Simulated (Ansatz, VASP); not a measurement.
One calculation of Si3N4, two programs

POSCAR

```
Si3N4
1.0
    7.6322000000      0.0000000000      0.0000000000
   -3.8161000000      6.6096790868      0.0000000000
    0.0000000000      0.0000000000      2.9191000000
Si N
6 8
Direct
    0.1744556251      0.7683583331      0.2500000000
    0.4060972920      0.1744556251      0.7500000000
    0.2316416669      0.4060972920      0.2500000000
    0.8255443749      0.2316416669      0.7500000000
    0.5939027080      0.8255443749      0.2500000000
    0.7683583331      0.5939027080      0.7500000000
    0.3333333333      0.6666666667      0.2500000000
    0.6666666667      0.3333333333      0.7500000000
    0.3298863756      0.0303252430      0.2500000000
    0.2995611326      0.3298863756      0.7500000000
    0.9696747570      0.2995611326      0.2500000000
    0.6701136244      0.9696747570      0.7500000000
    0.7004388674      0.6701136244      0.2500000000
    0.0303252430      0.7004388674      0.7500000000
```

File INCAR.step1:

```
  PREC = Accurate
  ENCUT = 520
  ISMEAR = -1
  SIGMA = 0.02
  LREAL = False
  LASPH = True
  NELM = 60
  NBANDS = 45
  GGA = PE
  ALGO = Normal
  EDIFF = 1E-4
  LWAVE = True
  LCHARG = False
```

File INCAR.step2:

```
  PREC = Accurate
  ENCUT = 520
  EDIFF = 1E-8
  ISMEAR = -1
  SIGMA = 0.02
  LREAL = False
  LASPH = True
  NELM = 60
  ALGO = Normal
  ISIF = 2
  LWAVE = False
  LCHARG = False
  METAGGA = R2SCAN
  LMIXTAU = True
  LEFG = True
  NBANDS = 45
  ISTART = 1
```

KPOINTS

```
Automatic mesh
0
Gamma
  4 4 9
```

Input for Ansatz:

```yaml
crystal:
  lattice:
    - [7.6322, 0.0, 0.0]
    - [-3.8161, 6.6096790868, 0.0]
    - [0.0, 0.0, 2.9191]
  atoms:
    - { symbol: Si, position: [0.1744556251, 0.7683583331, 0.25] }
    - { symbol: Si, position: [0.406097292, 0.1744556251, 0.75] }
    - { symbol: Si, position: [0.2316416669, 0.406097292, 0.25] }
    - { symbol: Si, position: [0.8255443749, 0.2316416669, 0.75] }
    - { symbol: Si, position: [0.593902708, 0.8255443749, 0.25] }
    - { symbol: Si, position: [0.7683583331, 0.593902708, 0.75] }
    - { symbol: "N", position: [0.3333333333, 0.6666666667, 0.25] }
    - { symbol: "N", position: [0.6666666667, 0.3333333333, 0.75] }
    - { symbol: "N", position: [0.3298863756, 0.030325243, 0.25] }
    - { symbol: "N", position: [0.2995611326, 0.3298863756, 0.75] }
    - { symbol: "N", position: [0.969674757, 0.2995611326, 0.25] }
    - { symbol: "N", position: [0.6701136244, 0.969674757, 0.75] }
    - { symbol: "N", position: [0.7004388674, 0.6701136244, 0.25] }
    - { symbol: "N", position: [0.030325243, 0.7004388674, 0.75] }
kpoints:
  mp_grid: { grid: [4, 4, 9] }
scf:
  occupations: { method: fermi_dirac, width: 0.02 }
hamiltonian:
  xc: r2scan
  pseudopotentials: { kind: paw, frozen_core: stored }
output:
  forces: true
  stress: true
  populations: true
  efg: { quadrupole_moments_barn: { "N": 0.02044 } }
```

Alike in both runs: task electric field gradients; functional r2SCAN; k mesh 4 × 4 × 9; occupations fermi-dirac, width 0.02 eV; no spin polarisation.

|  | VASP | Ansatz |
| --- | --- | --- |
| version | VASP 6.6.1 | Ansatz 0.2.0 |
| potentials or method | VASP PAW PBE potentials, release 64 (Si, N) | plane-wave PAW, scalar-relativistic |
| plane-wave cutoff (eV) | 520 | 500 |
| valence electrons in the cell | 64 | 64 |

|  | VASP | Ansatz | Ansatz less VASP |
| --- | --- | --- | --- |
| gap on the k mesh at the Fermi level (eV) | 4.95 | 4.95 | +0.001 |
| pressure (GPa) | -3.3 | -3.5 | -0.21 |
| traceless stress, the component that is largest in VASP (GPa) | -0.59 | -0.58 | +0.010 |
| rms of the force components (eV/Å) | 0.024 | 0.025 | +0.0010 |
| size of Vzz on the site where it differs most (V/Å²) | 47.6 | 53.0 | +5.40 |

VASP's potentials were made for PBE, not for r2SCAN. Atom by atom the forces differ by 0.001 eV/Å (rms over components).
